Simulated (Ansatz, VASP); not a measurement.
**One calculation of TaN, two programs**

INCAR

```
SYSTEM = TaN
  PREC = Accurate
  ENCUT = 520
  EDIFF = 1E-7
  ISMEAR = 0
  SIGMA = 0.15
  LREAL = .False.
  LASPH = .True.
  NELM = 80
  ALGO = Normal
  ISIF = 2
  LWAVE = .False.
  LCHARG = .False.
  GGA = PE
  NBANDS = 15
```

The input KPOINTS:

```
Automatic mesh
0
Gamma
  20 20 20
  0 0 0
```

Contents of POSCAR:

```
TaN
1.0
    0.0000000000      2.2081122570      2.2081122570
    2.2081122570      0.0000000000      2.2081122570
    2.2081122570      2.2081122570      0.0000000000
Ta N
1 1
Direct
    0.5000000000      0.5000000000      0.5000000000
    0.0000000000      0.0000000000      0.0000000000
```

Input for Ansatz:

```yaml
crystal:
  lattice:
    - [0.0, 2.208112257, 2.208112257]
    - [2.208112257, 0.0, 2.208112257]
    - [2.208112257, 2.208112257, 0.0]
  atoms:
    - { symbol: Ta, position: [0.5, 0.5, 0.5] }
    - { symbol: "N", position: [0.0, 0.0, 0.0] }
basis:
  ecutwfc: 520.0
kpoints:
  mp_grid: { grid: [20, 20, 20] }
hamiltonian:
  xc: pbe
  pseudopotentials: { kind: paw, azcp: { folder: soft_1 } }
scf:
  occupations: { method: gaussian, width: 0.15 }
output:
  forces: true
  stress: true
  eigenvalues: true
```

Alike in both runs: task single point; functional PBE; k mesh 20 × 20 × 20; occupations gaussian, width 0.15 eV; no spin polarisation.

```csv
,VASP,Ansatz
version,VASP 6.6.1,Ansatz 0.2.0
potentials or method,"VASP PAW PBE potentials, release 64 (Ta_pv, N), cutoff 520 eV","scalar-relativistic, plane waves, PAW"
valence electrons in the cell,16,18
```

Ansatz gave:

* gap on the k mesh at the Fermi level (eV): none
* pressure (GPa): -0.1

Question: Estimate VASP's values.

Answer: gap on the k mesh at the Fermi level (eV): none; pressure (GPa): 1.0.

A gap of «none» marks a metal or a gap that the smearing closes. VASP's potentials hold 16 valence electrons a cell and Ansatz's 18, so a difference there can come from the potentials and not from the codes.

Neither program's run includes spin-orbit coupling.
